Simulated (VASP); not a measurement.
Here is a VASP 6.6.1 calculation.

File POSCAR:

```
HfO2
1.0
    0.0000000000      2.5291609861      2.5291609861
    2.5291609861      0.0000000000      2.5291609861
    2.5291609861      2.5291609861      0.0000000000
Hf O
1 2
Direct
    0.0000000000      0.0000000000      0.0000000000
    0.2401152991      0.2598847009      0.2401152991
    0.7401152991      0.7598847009      0.7401152991
```

Contents of INCAR.step1:

```
SYSTEM = HfO2
ALGO = Normal
EDIFF = 1E-4
ENCUT = 520
GGA = PE
ISMEAR = 0
LASPH = .TRUE.
LCHARG = .FALSE.
LREAL = .FALSE.
LWAVE = .TRUE.
NBANDS = 18
NELM = 60
PREC = Accurate
SIGMA = 0.05
```

The input INCAR.step2:

```
SYSTEM = HfO2
ALGO = Normal
EDIFF = 1E-6
ENCUT = 520
ISIF = 2
ISMEAR = 0
ISTART = 1
LASPH = .TRUE.
LCHARG = .FALSE.
LMIXTAU = .TRUE.
LREAL = .FALSE.
LWAVE = .FALSE.
METAGGA = R2SCAN
NBANDS = 18
NELM = 60
PREC = Accurate
SIGMA = 0.05
```

Contents of KPOINTS:

```
k-points
0
G
  8 8 8
  0 0 0
```

Potentials or basis: VASP PAW PBE potentials, release 64 (Hf_pv, O).

Command:

```bash
$ cat potpaw_PBE.64/Hf_pv/POTCAR potpaw_PBE.64/O/POTCAR > POTCAR
$ cp INCAR.step1 INCAR
$ mpirun -np 1 vasp_std > vasp.out
$ cp INCAR.step2 INCAR
$ mpirun -np 1 vasp_std > vasp.out
```

(1) Predict the band gap on the k mesh.

(2) Predict the pressure.

(3) Predict the largest force.

Answers

(1) 4.31 eV, direct.

(2) -3.6 GPa.

(3) 0.263 eV/Å.

Caveat: the cell differs from its parent crystal (all O atoms moved -0.050 Å, as atom 2 along Cartesian [0 1 0]); the PAW data sets were made with another functional, which shifts forces and pressure a little; spin-orbit coupling is left out, which moves the levels of the heavy elements.
